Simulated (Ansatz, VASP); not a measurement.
AgCl in VASP and in Ansatz

INCAR

```
PREC = Accurate ; ENCUT = 520
EDIFF = 1E-7 ; ISMEAR = 0
SIGMA = 0.05 ; LREAL = False
LASPH = True ; NELM = 60
ALGO = Normal ; ISIF = 2
LWAVE = False ; LCHARG = False
GGA = CA ; NBANDS = 16
```

Contents of KPOINTS:

```
regular mesh
0
Gamma
  10 10 10
```

File POSCAR:

```
AgCl
1.0
    0.0000000000      2.7844039080      2.6773114500
    2.7844039080      0.0000000000      2.6773114500
    2.7844039080      2.7844039080      0.0000000000
Ag Cl
1 1
Direct
    0.5185353529      0.4814646471      0.5185353529
   -0.0563998634      0.0563998634     -0.0563998634
```

Input for Ansatz:

```yaml
crystal:
  lattice:
    - [0.0, 2.784403908, 2.67731145]
    - [2.784403908, 0.0, 2.67731145]
    - [2.784403908, 2.784403908, 0.0]
  atoms:
    - { symbol: Ag, position: [0.5185353529, 0.4814646471, 0.5185353529] }
    - { symbol: Cl, position: [-0.0563998634, 0.0563998634, -0.0563998634] }
basis:
  ecutwfc: 420
kpoints:
  mp_grid: { grid: [10, 10, 10] }
hamiltonian:
  xc: lda
  pseudopotentials: { kind: paw }
scf:
  occupations: { method: gaussian, width: 0.05 }
output:
  forces: true
  stress: true
  eigenvalues: true
```

Change from the starting cell: mode 5 frozen in at -0.302 Å, equal normal strain along x and y +0.0400.

Alike in both runs: task single point; functional LDA; k mesh 10 × 10 × 10; occupations gaussian, width 0.05 eV; no spin polarisation.

|  | VASP | Ansatz |
| --- | --- | --- |
| version | VASP 6.6.1 | Ansatz 0.2.0 |
| potentials or method | VASP PAW LDA potentials, release 64 (Ag, Cl), cutoff 520 eV | scalar-relativistic, plane waves, PAW |
| valence electrons in the cell | 18 | 26 |

|  | VASP | Ansatz | Ansatz less VASP |
| --- | --- | --- | --- |
| gap on the k mesh at the Fermi level (eV) | 0.83 | 0.81 | -0.024 |
| least direct gap on the mesh (eV) | 1.66 | 1.63 | -0.024 |
| pressure (GPa) | -1.1 | -1.1 | +0.01 |
| traceless stress, the component that is largest in VASP (GPa) | 5.89 | 5.85 | -0.032 |
| rms of the force components (eV/Å) | 0.499 | 0.494 | -0.0050 |

LDA's correlation is that of Perdew and Zunger in VASP and of Perdew and Wang (1992) in Ansatz. Atom by atom the forces differ by 0.005 eV/Å (rms over components). VASP's potentials hold 18 valence electrons a cell and Ansatz's 26, so a difference there can come from the potentials and not from the codes.
